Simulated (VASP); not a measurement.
# SnO2: single point with PBE

Crystal: SnO2.

```xyz
3
Lattice="1.6168 0.9334 4.9183 -1.6168 0.9334 4.9183 0.0000 -1.8669 4.9183" Properties=species:S:1:pos:R:3 pbc="T T T"
Sn    0.0000    0.0000    7.3774
O     0.0000    0.0000    3.5506
O     0.0000    0.0000   11.2041
```

| Item | Value |
| --- | --- |
| Program | VASP 6.6.1 |
| Task | single point |
| Functional | PBE |
| Potentials or basis | VASP PAW PBE potentials, release 64 (Sn_d, O) |
| Cutoff | 520 eV |
| k mesh | 12 × 12 × 12 |
| Occupations | gaussian, width 0.05 eV |
| Spin | no spin polarisation |

| Quantity | Value |
| --- | --- |
| Pressure | -5.4 GPa |
| Largest force | 1.028 eV/Å |
| Band gap on the k mesh | 1.81 eV, indirect (least direct gap 1.84 eV) |

Forces in eV/Å, atoms in the order of the input:
```
Sn   0.000  0.000  0.000
O    0.000  0.000 -1.028
O    0.000  0.000  1.028
```

Stress tensor (GPa, compression positive):
```
-4.20  0.00  0.00
 0.00 -4.20  0.00
 0.00  0.00 -7.83
```

Levels at points of the mesh, in eV from the valence-band top:
```tsv
k point	band 10	band 11	band 12	band 13	band 14	band 15	band 16	band 17
(0.00, 0.00, 0.00)	-1.07	-0.73	-0.73	-0.04	1.81	5.57	10.93	10.93
(0.50, 0.00, 0.00)	-2.55	-1.55	-0.57	-0.55	4.89	7.30	10.02	11.81
(0.50, 0.50, 0.00)	-2.65	-1.23	-0.43	-0.02	4.62	6.58	10.36	11.27
(0.50, 0.50, 0.50)	-1.13	-1.13	-0.67	-0.67	3.03	5.45	11.07	11.07
```

It took 4.5 min on 1 thread of Intel Xeon 6975P-C, with other jobs on the host, peak memory 0.34 GiB.

Caveat: spin-orbit coupling is left out, which moves the levels of the heavy elements; forces of over 1 eV/Å act on the atoms, so gaps and moduli don't describe the material at rest. A k mesh can miss the band edges.
